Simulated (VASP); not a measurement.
## B: single point with PBE

B:

```xyz
4
Lattice="1.6436 0.0000 0.0000 -0.8218 1.4234 0.0000 0.0000 0.0000 17.5637" Properties=species:S:1:pos:R:3 pbc="T T T"
B     0.8218    1.4234   17.5637
B     0.8218    1.4234    8.7819
B     0.0000    0.9490    4.3909
B     0.8218    0.4745   13.1728
```

This cell differs from its parent crystal: volume scaled by 0.88.

```json
{"Program": "VASP 6.6.1", "Task": "single point", "Functional": "PBE", "Potentials or basis": "VASP PAW PBE potentials, release 64 (B)", "Cutoff": "500 eV", "k mesh": "23 × 23 × 2", "Occupations": "fermi-dirac, width 0.1 eV", "Spin": "no spin polarisation", "Dipole correction": "no", "Further INCAR settings": "ALGO = Normal; EDIFF = 1e-06; NBANDS = 14"}
```

The pressure is 21.4 GPa and the band gap on the k mesh is zero (band 6 reaches 7.94 eV, above the bottom of band 7 at -4.26 eV).

Stress tensor (GPa, compression positive):
```
32.28  0.00  0.00
 0.00 32.28  0.00
 0.00  0.00 -0.27
```

Levels at points of the mesh, in eV from the Fermi level:
```tsv
k point	band 4	band 5	band 6	band 7	band 8	band 9	band 10	band 11	band 12	band 13
(0.00, 0.00, 0.00)	-17.90	-8.83	-8.57	-8.57	-8.29	1.48	2.84	2.84	5.33	8.09
(0.00, 0.00, 0.50)	-17.91	-8.76	-8.76	-8.37	-8.37	1.84	1.84	4.27	4.27	9.49
```

It took 53 s on 1 thread of AMD EPYC 7R43 64-Core Processor (Zen 3) (shared host), peak memory 0.14 GiB.

Caveat: this functional lacks dispersion, which binds the layers, so the pressure and a relaxed spacing across them are unreliable.
